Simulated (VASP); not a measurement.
SiOs2, 6 atoms in the cell. It takes space group I4_1/amd (No. 141, tetragonal). Conventional cell: a = 3.643 Å, b = 3.643 Å, c = 12.665 Å, α = 90.00°, β = 90.00°, γ = 90.00°. Within 3.7 Å of Si (site symmetry -4m2) lie 12 Os at 2.78 to 2.79 Å and 8 Si at 3.64 to 3.65 Å. Os (site symmetry 2mm) has 3 Os at 2.10 to 2.12 Å and 6 Si at 2.78 to 2.79 Å within 2.8 Å. 

- Program: VASP 6.6.1
- Task: single point
- Functional: PBE
- Potentials or basis: VASP PAW PBE potentials, release 64 (Si, Os)
- Cutoff: 520 eV
- k mesh: 8 × 8 × 8
- Occupations: gaussian, width 0.1 eV
- Spin: no spin polarisation
- Dipole correction: no
- Further INCAR settings: ALGO = Fast; EDIFF = 1e-06; NBANDS = 29

Potentials or basis: VASP PAW PBE potentials, release 64 (Si, Os).

The run is started by

```bash
$ cat potpaw_PBE.64/Si/POTCAR potpaw_PBE.64/Os/POTCAR > POTCAR
$ mpirun -np 1 vasp_std > vasp.out
```

Hardware: 1 thread of Intel Xeon 8259CL (shared host).

Problem. Estimate the wall time of this run.

Solution. It took 17 min on 1 thread of Intel Xeon 8259CL (shared host), peak memory 0.45 GiB. Counts: scf iterations 14, k points 59.
